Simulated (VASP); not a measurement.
# CaLa (Pm-3m) in VASP: notebook

CaLa is run at these levels: LDA; tasks: relaxation of cell and atoms, single point.

Program: VASP 6.6.1. These are calculated values, not measurements. Logs are shortened: lines on timing, memory, paths and dates and some standing lists are left out, and cuts for length are marked.

## 1. The cell of the first run

The structure is cubic, space group Pm-3m (No. 221). The conventional cell has a = 4.360 Å, b = 4.360 Å, c = 4.360 Å, α = 90.00°, β = 90.00°, γ = 90.00°. Within 5.0 Å of La (site symmetry m-3m) lie 8 Ca at 3.78 Å and 6 La at 4.36 Å. Ca (site symmetry m-3m) has 8 La at 3.78 Å and 6 Ca at 4.36 Å within 5.0 Å.

## 2. Relaxation of cell and atoms, LDA

File INCAR:

```
ALGO = Normal
EDIFF = 1E-6
EDIFFG = -0.02
ENCUT = 600
IBRION = 2
ISIF = 3
ISMEAR = 0
LASPH = True
LCHARG = False
LREAL = False
LWAVE = False
NELM = 60
NSW = 60
PREC = Accurate
SIGMA = 0.1
```

File KPOINTS:

```
k-points
0
Gamma
  5 5 5
```

File POSCAR:

```
CaLa
1.0
    4.3600000000      0.0000000000      0.0000000000
    0.0000000000      4.3600000000      0.0000000000
    0.0000000000      0.0000000000      4.3600000000
La Ca
1 1
Direct
    0.0000000000      0.0000000000      0.0000000000
    0.5000000000      0.5000000000      0.5000000000
```

Potentials or basis: VASP PAW LDA potentials, release 64 (La, Ca_sv).

Started as:

```
> cat potpaw_LDA.64/La/POTCAR potpaw_LDA.64/Ca_sv/POTCAR > POTCAR
> mpirun -np 1 vasp_std > vasp.out
```

OUTCAR:

```text
EDIFF = 1E-6
   EDIFFG = -0.02
   ENCUT = 600
   IBRION = 2
   ISIF = 3
   ISMEAR = 0
   LASPH = True
   LREAL = False
   NELM = 60
   NSW = 60
   PREC = Accurate

 ion  position               nearest neighbor table
   1  0.000  0.000  0.000-
   2  0.500  0.500  0.500-

  LATTYP: Found a simple cubic cell.
 ALAT       =     4.3600000000

  Lattice vectors:

 A1 = (   4.3600000000,   0.0000000000,   0.0000000000)
 A2 = (   0.0000000000,   4.3600000000,   0.0000000000)
 A3 = (   0.0000000000,   0.0000000000,   4.3600000000)

Analysis of symmetry for initial positions (statically):
=====================================================================
 Subroutine PRICEL returns:
 Original cell was already a primitive cell.

 Routine SETGRP: Setting up the symmetry group for a
 simple cubic supercell.

 Subroutine GETGRP returns: Found 48 space group operations
 (whereof 48 operations were pure point group operations)
 out of a pool of 48 trial point group operations.

The static configuration has the point symmetry O_h .

Analysis of symmetry for dynamics (positions and initial velocities):
=====================================================================
 Subroutine PRICEL returns:
 Original cell was already a primitive cell.

 Routine SETGRP: Setting up the symmetry group for a
 simple cubic supercell.

 Subroutine GETGRP returns: Found 48 space group operations
 (whereof 48 operations were pure point group operations)
 out of a pool of 48 trial point group operations.

The dynamic configuration has the point symmetry O_h .

 Subroutine INISYM returns: Found 48 space group operations
 (whereof 48 operations are pure point group operations),
 and found     1 'primitive' translations

----------------------------------------------------------------------------------------

                                     Primitive cell

  volume of cell :      82.8819

  direct lattice vectors                    reciprocal lattice vectors
     4.360000000  0.000000000  0.000000000     0.229357798  0.000000000  0.000000000
     0.000000000  4.360000000  0.000000000     0.000000000  0.229357798  0.000000000
     0.000000000  0.000000000  4.360000000     0.000000000  0.000000000  0.229357798

  length of vectors
     4.360000000  4.360000000  4.360000000     0.229357798  0.229357798  0.229357798

  position of ions in fractional coordinates (direct lattice)
     0.000000000  0.000000000  0.000000000
     0.500000000  0.500000000  0.500000000

  ion indices of the primitive-cell ions
   primitive index   ion index
                 1           1
                 2           2

----------------------------------------------------------------------------------------

 KPOINTS: k-points

Automatic generation of k-mesh.
 Grid dimensions read from file:
 generate k-points for:    5    5    5

 Generating k-lattice:

  Cartesian coordinates                     Fractional coordinates (reciprocal lattice)
     0.045871560  0.000000000  0.000000000     0.200000000  0.000000000  0.000000000
     0.000000000  0.045871560  0.000000000     0.000000000  0.200000000  0.000000000
     0.000000000  0.000000000  0.045871560     0.000000000  0.000000000  0.200000000

  Length of vectors
     0.045871560  0.045871560  0.045871560

  Shift w.r.t. Gamma in fractional coordinates (k-lattice)
     0.000000000  0.000000000  0.000000000

 Subroutine IBZKPT returns following result:
 ===========================================

 Found     10 irreducible k-points:

 Following reciprocal coordinates:
            Coordinates               Weight
  0.000000  0.000000  0.000000      1.000000
  0.200000  0.000000  0.000000      6.000000
  0.400000  0.000000  0.000000      6.000000
  0.200000  0.200000  0.000000     12.000000
  0.400000  0.200000  0.000000     24.000000
  0.400000  0.400000  0.000000     12.000000
  0.200000  0.200000  0.200000      8.000000
  0.400000  0.200000  0.200000     24.000000
  0.400000  0.400000  0.200000     24.000000
  0.400000  0.400000  0.400000      8.000000
   k-points           NKPTS =     10   k-points in BZ     NKDIM =     10   number of bands    NBANDS=     14
   number of dos      NEDOS =    301   number of ions     NIONS =      2
   total plane-waves  NPLWV =  46656
   dimension x,y,z NGX =    36 NGY =   36 NGZ =   36
   dimension x,y,z NGXF=    72 NGYF=   72 NGZF=   72
   ions per type =               1   1
   NGX,Y,Z   is equivalent  to a cutoff of  13.73, 13.73, 13.73 a.u.
   NGXF,Y,Z  is equivalent  to a cutoff of  27.45, 27.45, 27.45 a.u.
 SYSTEM =  unknown system
   PREC   = accura    normal or accurate (medium, high low for compatibility)
   ISTART =      0    job   : 0-new  1-cont  2-samecut
   ICHARG =      2    charge: 1-file 2-atom 10-const
   ISPIN  =      1    spin polarized calculation?
   LNONCOLLINEAR =      F non collinear calculations
   LSORBIT =      F    spin-orbit coupling
   LASPH  =      T    aspherical Exc in radial PAW
   ENCUT  =  600.0 eV  44.10 Ry    6.64 a.u.   8.71  8.71  8.71*2*pi/ulx,y,z
   NELM   =     60;   NELMIN=  2; NELMDL= -5     # of ELM steps
   EDIFF  = 0.1E-05   stopping-criterion for ELM
   LREAL  =      F    real-space projection
   EDIFFG = -.2E-01   stopping-criterion for IOM
   NSW    =     60    number of steps for IOM
   IBRION =      2    ionic relax: 0-MD 1-quasi-New 2-CG
   NFREE  =      1    steps in history (QN), initial steepest desc. (CG)
   ISIF   =      3    stress and relaxation
   ISYM   =      2    0-nonsym 1-usesym 2-fastsym
   POTIM  = 0.5000    time-step for ionic-motion
   TEBEG  =    0.0;   TEEND  =   0.0 temperature during run
   PSTRESS=    0.0 pullay stress
   NELECT =      21.0000    total number of electrons
   NUPDOWN=      -1.0000    fix difference up-down
   EMIN   =  10.00;   EMAX   =-10.00  energy-range for DOS
   EFERMI =   0.00;   METHOD = LEGACY
   ISMEAR =     0;   SIGMA  =   0.10  broadening in eV -4-tet -1-fermi 0-gaus
   EFERMI_NEDOS =   21; number of points for ismear=-14 and -15
   IALGO  =     38    algorithm
   IMIX   =      4    mixing-type and parameters
     AMIX     =   0.40;   BMIX     =  1.00
     AMIX_MAG =   1.60;   BMIX_MAG =  1.00
  volume/ion in A,a.u.               =      41.44       279.66
  Fermi-wavevector in a.u.,A,eV,Ry     =   1.035925  1.957613 14.600950  1.073140
  Thomas-Fermi vector in A             =   2.170291
   LORBIT       =      0    0 simple, 1 ext, 2 COOP (PROOUT), +10 PAW based schemes
   GGA     = CA    functional components
   LHFCALC =     F    Hartree Fock is set to
   AEXX    =    0.0000 exact exchange contribution
   IVDW    =     0    specifies the selected vdW correction
   LEPSILON=     F    determine dielectric tensor
   LRPA    =     F    only Hartree local field effects (RPA)
 conjugate gradient relaxation of ions
 non-spin polarized calculation
 Gauss-broadening in eV      SIGMA  =   0.10
  energy-cutoff  :      600.00
  volume of cell :       82.88
 maximum number of plane-waves:      2782
 NGX is ok and might be reduce to    36
   NGX = 17   NGY = 17   NGZ = 17

--------------------------------------- Ionic step        1  -------------------------------------------

 number of electron      21.0000003 magnetization

 Free energy of the ion-electron system (eV)
  ---------------------------------------------------
  ext. energy  EPLUGINS =         0.00000000
  ---------------------------------------------------
  free energy    TOTEN  =        -7.37381719 eV

  energy without entropy =       -7.34816896  energy(sigma->0) =       -7.36099307

------------------------ aborting loop because EDIFF is reached ----------------------------------------

  FORCE on cell =-STRESS in cart. coord.  units (eV):
  Direction    XX          YY          ZZ          XY          YZ          ZX
  --------------------------------------------------------------------------------------
  -------------------------------------------------------------------------------------
  Total       -1.6372682     -1.6372682     -1.6372682     -0.0000000      0.0000000     -0.0000000
  in kB      -31.6497983    -31.6497983    -31.6497983     -0.0000000      0.0000000     -0.0000000
  external PRESSURE =     -31.6497983 kB  Pullay stress =       0.0000000 kB

 VOLUME and BASIS-vectors are now :
 -----------------------------------------------------------------------------
  energy-cutoff  :      600.00
  volume of cell :       82.88
      direct lattice vectors                 reciprocal lattice vectors
     4.360000000  0.000000000  0.000000000     0.229357798  0.000000000  0.000000000
     0.000000000  4.360000000  0.000000000     0.000000000  0.229357798  0.000000000
     0.000000000  0.000000000  4.360000000     0.000000000  0.000000000  0.229357798

 POSITION                                       TOTAL-FORCE (eV/Angst)
 -----------------------------------------------------------------------------------
      0.00000      0.00000      0.00000         0.000000      0.000000      0.000000
      2.18000      2.18000      2.18000         0.000000      0.000000      0.000000
 -----------------------------------------------------------------------------------
    total drift:                                0.000000      0.000000      0.000000

  FREE ENERGIE OF THE ION-ELECTRON SYSTEM (eV)
  ---------------------------------------------------
  free  energy   TOTEN  =        -7.3738171877 eV
[... 17 lines left out ...]
 VOLUME and BASIS-vectors are now :
 -----------------------------------------------------------------------------
  energy-cutoff  :      600.00
  volume of cell :       73.44
      direct lattice vectors                 reciprocal lattice vectors
     4.187810162  0.000000000 -0.000000000     0.238788283  0.000000000  0.000000000
    -0.000000000  4.187810162 -0.000000000    -0.000000000  0.238788283 -0.000000000
    -0.000000000  0.000000000  4.187810162     0.000000000  0.000000000  0.238788283

 POSITION                                       TOTAL-FORCE (eV/Angst)
 -----------------------------------------------------------------------------------
      0.00000      0.00000      0.00000         0.000000     -0.000000      0.000000
      2.09391      2.09391      2.09391        -0.000000      0.000000      0.000000
 -----------------------------------------------------------------------------------
    total drift:                                0.000000      0.000000      0.000000

  FREE ENERGIE OF THE ION-ELECTRON SYSTEM (eV)
  ---------------------------------------------------
  free  energy   TOTEN  =        -7.4965121765 eV

  energy  without entropy=       -7.4791270802  energy(sigma->0) =       -7.48781963

--------------------------------------- Ionic step        3  -------------------------------------------

 number of electron      21.0000004 magnetization

 Free energy of the ion-electron system (eV)
  ---------------------------------------------------
  ext. energy  EPLUGINS =         0.00000000
  ---------------------------------------------------
  free energy    TOTEN  =        -7.50134375 eV

  energy without entropy =       -7.48567548  energy(sigma->0) =       -7.49350962

 E-fermi :   5.1236     XC(G=0):  -9.2509

 val. band max:        5.0708318663   @ k =   0.4000   0.2000   0.2000
 cond. band min:       5.2185732531   @ k =   0.4000   0.4000   0.2000
 fundamental gap:      0.1477413867
 Fermi energy:         5.1236236620

 k-point     1 :       0.0000    0.0000    0.0000
  band No.  band energies     occupation
      1     -35.4428      2.00000
      2     -27.7340      2.00000
      3     -16.7656      2.00000
      4     -16.7656      2.00000
      5     -16.7656      2.00000
      6     -11.3032      2.00000
      7     -11.3032      2.00000
      8     -11.3032      2.00000
      9       1.4339      2.00000
     10       4.0569      2.00000
     11       4.0569      2.00000
     12       6.5701      0.00000
     13       6.5701      0.00000
     14       6.5701      0.00000

 k-point     2 :       0.2000    0.0000    0.0000
  band No.  band energies     occupation
      1     -35.4418      2.00000
      2     -27.7280      2.00000
      3     -16.7791      2.00000
      4     -16.7624      2.00000
      5     -16.7624      2.00000
      6     -11.4243      2.00000
      7     -11.2987      2.00000
      8     -11.2987      2.00000
      9       1.9432      2.00000
     10       4.3114      2.00000
     11       4.4031      2.00000
     12       6.4725      0.00000
     13       6.4963      0.00000
     14       6.5077      0.00000
[... 147 lines left out ...]
 VOLUME and BASIS-vectors are now :
 -----------------------------------------------------------------------------
  energy-cutoff  :      600.00
  volume of cell :       71.56
      direct lattice vectors                 reciprocal lattice vectors
     4.151737290  0.000000000 -0.000000000     0.240863024  0.000000000  0.000000000
    -0.000000000  4.151737290 -0.000000000    -0.000000000  0.240863024 -0.000000000
    -0.000000000  0.000000000  4.151737290     0.000000000  0.000000000  0.240863024

 POSITION                                       TOTAL-FORCE (eV/Angst)
 -----------------------------------------------------------------------------------
      0.00000      0.00000      0.00000         0.000000     -0.000000      0.000000
      2.07587      2.07587      2.07587        -0.000000      0.000000      0.000000
 -----------------------------------------------------------------------------------
    total drift:                                0.000000      0.000000      0.000000

  FREE ENERGIE OF THE ION-ELECTRON SYSTEM (eV)
  ---------------------------------------------------
  free  energy   TOTEN  =        -7.5013437533 eV

  energy  without entropy=       -7.4856754842  energy(sigma->0) =       -7.49350962

 reached required accuracy - stopping structural energy minimisation
```

Run time: 45 s. Hardware: 1 thread of AMD EPYC 7R43 (Zen 3), shared host; peak memory 0.16 GiB.

What came out:

- Free energy: -7.5013 eV
- Relaxed volume: 35.78 Å³/atom
- Relaxed cell: a = 4.152 Å, b = 4.152 Å, c = 4.152 Å, α = 90.00°, β = 90.00°, γ = 90.00°
- Space group after relaxing (to 0.05 Å): Pm-3m (No. 221)
- Energy gained by relaxing: 63.8 meV/atom
- Ionic steps: 3
- Pressure after relaxing: -0.1 GPa

Step by step:
```tsv
step	energy change (eV)	largest force (eV/Å)	pressure (GPa)	volume (Å³)
1	0.0000	0.0000	-3.16	82.88
2	-0.1227	0.0000	-0.75	73.44
3	-0.1275	0.0000	-0.06	71.56
```

Final structure:
```
La Ca
1.0
     4.15174    0.00000    0.00000
     0.00000    4.15174    0.00000
     0.00000    0.00000    4.15174
La Ca
1 1
Direct
  0.00000 0.00000 0.00000
  0.50000 0.50000 0.50000
```

Caveat: spin-orbit coupling is left out, which moves the levels of the heavy elements.

(Part 1 of 2 ends here.)
